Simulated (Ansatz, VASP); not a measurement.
**Two plane-wave programs on ZnCu**

Contents of INCAR:

```
PREC = Accurate
ENCUT = 520
EDIFF = 1E-6
ISMEAR = 0
SIGMA = 0.1
LREAL = F
LASPH = T
NELM = 80
ALGO = Normal
ISIF = 2
LWAVE = F
LCHARG = T
GGA = PE
LELF = T
LVHAR = T
NBANDS = 18
```

Contents of KPOINTS:

```
Automatic mesh
0
Gamma
  12 12 12
```

POSCAR

```
ZnCu
1.0
    2.8988518500      0.0000000000      0.0000000000
    0.0000000000      3.0755518500      0.0000000000
    0.0000000000      0.0000000000      2.8988518500
Zn Cu
1 1
Direct
    0.5000000000      0.5000000000      0.5000000000
    0.0000000000      0.0000000000      0.0000000000
```

Input for Ansatz:

```yaml
crystal:
  lattice:
    - [2.89885185, 0.0, 0.0]
    - [0.0, 3.07555185, 0.0]
    - [0.0, 0.0, 2.89885185]
  atoms:
    - { symbol: Zn, position: [0.5, 0.5, 0.5] }
    - { symbol: Cu, position: [0.0, 0.0, 0.0] }
basis:
  ecutwfc: 420
kpoints:
  mp_grid: { grid: [12, 12, 12] }
hamiltonian:
  xc: pbe
scf:
  occupations: { method: gaussian, width: 0.1 }
output:
  forces: true
  stress: true
  eigenvalues: true
  populations: true
```

Alike in both runs: task single point; functional PBE; k mesh 12 × 12 × 12; occupations gaussian, width 0.1 eV; no spin polarisation.

```csv
,VASP,Ansatz
version,VASP 6.6.1,Ansatz 0.2.0
potentials or method,"VASP PAW PBE potentials, release 64 (Zn, Cu), cutoff 520 eV","scalar-relativistic, plane waves, PAW"
valence electrons in the cell,23,31
```

VASP gave:

| Item | Value |
| --- | --- |
| gap on the k mesh at the Fermi level (eV) | none |
| pressure (GPa) | 1.4 |
| traceless stress, the component that is largest in VASP (GPa) | -0.33 |

Problem. What did Ansatz give for the same quantities?

Solution. gap on the k mesh at the Fermi level (eV): none; pressure (GPa): 1.0; traceless stress, the component that is largest in VASP (GPa): -0.31.

A gap of «none» marks a metal or a gap that the smearing closes. With one functional, cell and mesh, what is left measures potentials, basis and numerics. VASP's potentials hold 23 valence electrons a cell and Ansatz's 31, so a difference there can come from the potentials and not from the codes.
